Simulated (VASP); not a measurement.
# Na2C3 (P321) in VASP: notebook

Na2C3 is run at these levels: PBE; tasks: single point, relaxation of cell and atoms.

Everything below comes from runs of VASP 6.6.1. Logs are shortened: lines on timing, memory, paths and dates and some standing lists are left out, and cuts for length are marked.

### Step 1. The cell of the first run

It takes space group P321 (No. 150, trigonal). The conventional cell has a = 5.472 Å, b = 5.472 Å, c = 5.491 Å, α = 90.00°, β = 90.00°, γ = 120.00°. Na (site symmetry 3) has 6 C at 2.48 to 3.27 Å and 3 Na at 3.16 Å within 3.3 Å. C (site symmetry 2) has 2 C at 1.42 Å within 1.9 Å.

The cell was built from a structure type or drawn by symmetry, and may not be a known phase.

### Step 2. Single point, PBE

File INCAR:

```
SYSTEM = Na2C3
ALGO = Normal ; EDIFF = 1E-7
ENCUT = 520 ; GGA = PE
ISIF = 2 ; ISMEAR = 0
LASPH = .True. ; LCHARG = .False.
LREAL = .False. ; LWAVE = .False.
NBANDS = 21 ; NELM = 60
PREC = Accurate ; SIGMA = 0.02
```

File KPOINTS:

```
k-points
0
Gamma
  6 6 6
  0 0 0
```

File POSCAR:

```
Na2C3
1.0
    5.4717292399      0.0000000000      0.0000000000
   -2.7358646199      4.7386565244      0.0000000000
    0.0000000000      0.0000000000      5.4908879577
Na C
2 3
Direct
    0.3333333333      0.6666666667      0.5166384257
    0.6666666667      0.3333333333      0.4833615743
    0.1502737590      0.0000000000      0.5000000000
    0.0000000000      0.1502737590      0.5000000000
    0.8497262410      0.8497262410      0.5000000000
```

Potentials or basis: VASP PAW PBE potentials, release 64 (Na_pv, C).

The run is started by

```console
$ cat potpaw_PBE.64/Na_pv/POTCAR potpaw_PBE.64/C/POTCAR > POTCAR
$ mpirun -np 1 vasp_std > vasp.out
```

OUTCAR:

```text
SYSTEM = Na2C3
   EDIFF = 1E-7
   ENCUT = 520
   GGA = PE
   ISIF = 2
   ISMEAR = 0
   LASPH = .True.
   LREAL = .False.
   NELM = 60
   PREC = Accurate

 ion  position               nearest neighbor table
   1  0.333  0.667  0.517-
   2  0.667  0.333  0.483-
   3  0.150  0.000  0.500-   4 1.42   5 1.42
   4  0.000  0.150  0.500-   3 1.42   5 1.42
   5  0.850  0.850  0.500-   4 1.42   3 1.42

  LATTYP: Found a hexagonal cell.
 ALAT       =     5.4717292399
 C/A-ratio  =     1.0035014009

  Lattice vectors:

 A1 = (   5.4717292399,   0.0000000000,   0.0000000000)
 A2 = (  -2.7358646199,   4.7386565244,   0.0000000000)
 A3 = (   0.0000000000,   0.0000000000,   5.4908879577)

Analysis of symmetry for initial positions (statically):
=====================================================================
 Subroutine PRICEL returns:
 Original cell was already a primitive cell.

 Routine SETGRP: Setting up the symmetry group for a
 hexagonal supercell.

 Subroutine GETGRP returns: Found  6 space group operations
 (whereof  6 operations were pure point group operations)
 out of a pool of 24 trial point group operations.

The static configuration has the point symmetry D_3 .

Analysis of symmetry for dynamics (positions and initial velocities):
=====================================================================
 Subroutine PRICEL returns:
 Original cell was already a primitive cell.

 Routine SETGRP: Setting up the symmetry group for a
 hexagonal supercell.

 Subroutine GETGRP returns: Found  6 space group operations
 (whereof  6 operations were pure point group operations)
 out of a pool of 24 trial point group operations.

The dynamic configuration has the point symmetry D_3 .

 Subroutine INISYM returns: Found  6 space group operations
 (whereof  6 operations are pure point group operations),
 and found     1 'primitive' translations

----------------------------------------------------------------------------------------

                                     Primitive cell

  volume of cell :     142.3713

  direct lattice vectors                    reciprocal lattice vectors
     5.471729240  0.000000000  0.000000000     0.182757581  0.105515139  0.000000000
    -2.735864620  4.738656524  0.000000000     0.000000000  0.211030277  0.000000000
     0.000000000  0.000000000  5.490887958     0.000000000  0.000000000  0.182119906

  length of vectors
     5.471729240  5.471729240  5.490887958     0.211030277  0.211030277  0.182119906

  position of ions in fractional coordinates (direct lattice)
     0.333333333  0.666666667  0.516638426
     0.666666667  0.333333333  0.483361574
     0.150273759  0.000000000  0.500000000
     0.000000000  0.150273759  0.500000000
     0.849726241  0.849726241  0.500000000

  ion indices of the primitive-cell ions
   primitive index   ion index
                 1           1
                 2           2
                 3           3
                 4           4
                 5           5

----------------------------------------------------------------------------------------

 KPOINTS: k-points

Automatic generation of k-mesh.
 Grid dimensions read from file:
 generate k-points for:    6    6    6

 Generating k-lattice:

  Cartesian coordinates                     Fractional coordinates (reciprocal lattice)
     0.030459597  0.017585856  0.000000000     0.166666667  0.000000000  0.000000000
     0.000000000  0.035171713  0.000000000     0.000000000  0.166666667  0.000000000
     0.000000000  0.000000000  0.030353318     0.000000000  0.000000000  0.166666667

  Length of vectors
     0.035171713  0.035171713  0.030353318

  Shift w.r.t. Gamma in fractional coordinates (k-lattice)
     0.000000000  0.000000000  0.000000000

 Subroutine IBZKPT returns following result:
 ===========================================

 Found     34 irreducible k-points:

 Following reciprocal coordinates:
            Coordinates               Weight
  0.000000  0.000000  0.000000      1.000000
  0.166667  0.000000  0.000000      6.000000
  0.333333  0.000000  0.000000      6.000000
  0.500000  0.000000  0.000000      3.000000
  0.166667  0.166667  0.000000      6.000000
  0.333333  0.166667  0.000000     12.000000
[... 16 lines left out ...]
  0.500000  0.000000  0.333333      6.000000
  0.166667  0.166667  0.333333     12.000000
 [... further k-points ...]
   k-points           NKPTS =     34   k-points in BZ     NKDIM =     34   number of bands    NBANDS=     21
   number of dos      NEDOS =    301   number of ions     NIONS =      5
   total plane-waves  NPLWV =  74088
   dimension x,y,z NGX =    42 NGY =   42 NGZ =   42
   dimension x,y,z NGXF=    84 NGYF=   84 NGZF=   84
   ions per type =               2   3
   NGX,Y,Z   is equivalent  to a cutoff of  12.76, 12.76, 12.72 a.u.
   NGXF,Y,Z  is equivalent  to a cutoff of  25.52, 25.52, 25.43 a.u.
 SYSTEM =  Na2C3
   PREC   = accura    normal or accurate (medium, high low for compatibility)
   ISTART =      0    job   : 0-new  1-cont  2-samecut
   ICHARG =      2    charge: 1-file 2-atom 10-const
   ISPIN  =      1    spin polarized calculation?
   LNONCOLLINEAR =      F non collinear calculations
   LSORBIT =      F    spin-orbit coupling
   LASPH  =      T    aspherical Exc in radial PAW
   ENCUT  =  520.0 eV  38.22 Ry    6.18 a.u.  10.17 10.17 10.21*2*pi/ulx,y,z
   NELM   =     60;   NELMIN=  2; NELMDL= -5     # of ELM steps
   EDIFF  = 0.1E-06   stopping-criterion for ELM
   LREAL  =      F    real-space projection
   EDIFFG = 0.1E-05   stopping-criterion for IOM
   NSW    =      0    number of steps for IOM
   IBRION =     -1    ionic relax: 0-MD 1-quasi-New 2-CG
   NFREE  =      0    steps in history (QN), initial steepest desc. (CG)
   ISIF   =      2    stress and relaxation
   ISYM   =      2    0-nonsym 1-usesym 2-fastsym
   POTIM  = 0.5000    time-step for ionic-motion
   TEBEG  =    0.0;   TEEND  =   0.0 temperature during run
   PSTRESS=    0.0 pullay stress
   NELECT =      26.0000    total number of electrons
   NUPDOWN=      -1.0000    fix difference up-down
   EMIN   =  10.00;   EMAX   =-10.00  energy-range for DOS
   EFERMI =   0.00;   METHOD = LEGACY
   ISMEAR =     0;   SIGMA  =   0.02  broadening in eV -4-tet -1-fermi 0-gaus
   EFERMI_NEDOS =   21; number of points for ismear=-14 and -15
   IALGO  =     38    algorithm
   IMIX   =      4    mixing-type and parameters
     AMIX     =   0.40;   BMIX     =  1.00
     AMIX_MAG =   1.60;   BMIX_MAG =  1.00
  volume/ion in A,a.u.               =      28.47       192.15
  Fermi-wavevector in a.u.,A,eV,Ry     =   0.928806  1.755189 11.737489  0.862681
  Thomas-Fermi vector in A             =   2.055022
   LORBIT       =      0    0 simple, 1 ext, 2 COOP (PROOUT), +10 PAW based schemes
   GGA     = PE    functional components
   LHFCALC =     F    Hartree Fock is set to
   AEXX    =    0.0000 exact exchange contribution
   IVDW    =     0    specifies the selected vdW correction
   LEPSILON=     F    determine dielectric tensor
   LRPA    =     F    only Hartree local field effects (RPA)
 non-spin polarized calculation
 Gauss-broadening in eV      SIGMA  =   0.02
  energy-cutoff  :      520.00
  volume of cell :      142.37
 maximum number of plane-waves:      3872
 NGX is ok and might be reduce to    42
   NGX = 21   NGY = 21   NGZ = 21

 number of electron      26.0000011 magnetization

 Free energy of the ion-electron system (eV)
  ---------------------------------------------------
  ext. energy  EPLUGINS =         0.00000000
  ---------------------------------------------------
  free energy    TOTEN  =       -26.22961487 eV

  energy without entropy =      -26.22961487  energy(sigma->0) =      -26.22961487

 E-fermi :  -1.2718     XC(G=0):  -5.5738

 val. band max:       -1.4443936461   @ k =   0.5000   0.0000   0.5000
 cond. band min:       1.0089271586   @ k =   0.5000   0.0000   0.5000
 fundamental gap:      2.4533208047
 Fermi energy:        -1.2717866634

 k-point     1 :       0.0000    0.0000    0.0000
  band No.  band energies     occupation
      1     -24.2872      2.00000
      2     -24.2722      2.00000
      3     -24.1863      2.00000
      4     -24.1863      2.00000
      5     -24.1257      2.00000
      6     -24.1257      2.00000
[... 13 lines left out ...]
     20       6.5034      0.00000
     21       6.5034      0.00000

 k-point     2 :       0.1667    0.0000    0.0000
  band No.  band energies     occupation
      1     -24.2863      2.00000
      2     -24.2731      2.00000
      3     -24.1885      2.00000
      4     -24.1839      2.00000
      5     -24.1287      2.00000
      6     -24.1236      2.00000
[... 13 lines left out ...]
     20       6.2855      0.00000
     21       6.7688      0.00000

 k-point     3 :       0.3333    0.0000    0.0000
  band No.  band energies     occupation
      1     -24.2840      2.00000
      2     -24.2754      2.00000
      3     -24.1924      2.00000
      4     -24.1787      2.00000
      5     -24.1351      2.00000
      6     -24.1198      2.00000
[... 13 lines left out ...]
     20       5.9729      0.00000
     21       7.1060      0.00000
[... 457 lines left out ...]
 k-point    23 :       0.5000    0.0000    0.3333
  band No.  band energies     occupation
      1     -24.2823      2.00000
      2     -24.2773      2.00000
      3     -24.1942      2.00000
      4     -24.1757      2.00000
      5     -24.1388      2.00000
      6     -24.1180      2.00000
[... 13 lines left out ...]
     20       6.0004      0.00000
     21       6.4445      0.00000

 k-point    24 :       0.1667    0.1667    0.3333
  band No.  band energies     occupation
      1     -24.2848      2.00000
      2     -24.2748      2.00000
      3     -24.1926      2.00000
      4     -24.1784      2.00000
      5     -24.1346      2.00000
      6     -24.1200      2.00000
[... 13 lines left out ...]
     20       6.0588      0.00000
     21       7.0166      0.00000

 [... further k-points ...]

------------------------ aborting loop because EDIFF is reached ----------------------------------------

  FORCE on cell =-STRESS in cart. coord.  units (eV):
  Direction    XX          YY          ZZ          XY          YZ          ZX
  --------------------------------------------------------------------------------------
  -------------------------------------------------------------------------------------
  Total        0.2169850      0.2169850      0.0251436      0.0000000      0.0000000      0.0000000
  in kB        2.4418433      2.4418433      0.2829538      0.0000000      0.0000000      0.0000000
  external PRESSURE =       1.7222135 kB  Pullay stress =       0.0000000 kB

 VOLUME and BASIS-vectors are now :
 -----------------------------------------------------------------------------
  energy-cutoff  :      520.00
  volume of cell :      142.37
      direct lattice vectors                 reciprocal lattice vectors
     5.471729240  0.000000000  0.000000000     0.182757581  0.105515139  0.000000000
    -2.735864620  4.738656524  0.000000000     0.000000000  0.211030277  0.000000000
     0.000000000  0.000000000  5.490887958     0.000000000  0.000000000  0.182119906

 POSITION                                       TOTAL-FORCE (eV/Angst)
 -----------------------------------------------------------------------------------
     -0.00000      3.15910      2.83680        -0.000000      0.000000     -0.003149
      2.73586      1.57955      2.65408        -0.000000      0.000000      0.003149
      0.82226      0.00000      2.74544         0.164950     -0.000000      0.000000
     -0.41113      0.71210      2.74544        -0.082475      0.142851     -0.000000
      2.32474      4.02656      2.74544        -0.082475     -0.142851     -0.000000
 -----------------------------------------------------------------------------------
    total drift:                                0.000000      0.000000     -0.000000

  FREE ENERGIE OF THE ION-ELECTRON SYSTEM (eV)
  ---------------------------------------------------
  free  energy   TOTEN  =       -26.2296148747 eV

  energy  without entropy=      -26.2296148747  energy(sigma->0) =      -26.22961487
```

Wall time 2.7 min (1 thread of AMD EPYC 7R43 (Zen 3), shared host); peak memory 0.25 GiB.

Results:

```yaml
Free_energy: -26.2296 eV
Pressure: 0.2 GPa
Largest_force: 0.165 eV/Å
Band_gap_on_the_k_mesh: 2.45 eV
```

Forces on the atoms (eV/Å):
```
Na   0.000  0.000 -0.003
Na   0.000  0.000  0.003
C    0.165  0.000  0.000
C   -0.082  0.143  0.000
C   -0.082 -0.143  0.000
```

[end of part 1 of 2]
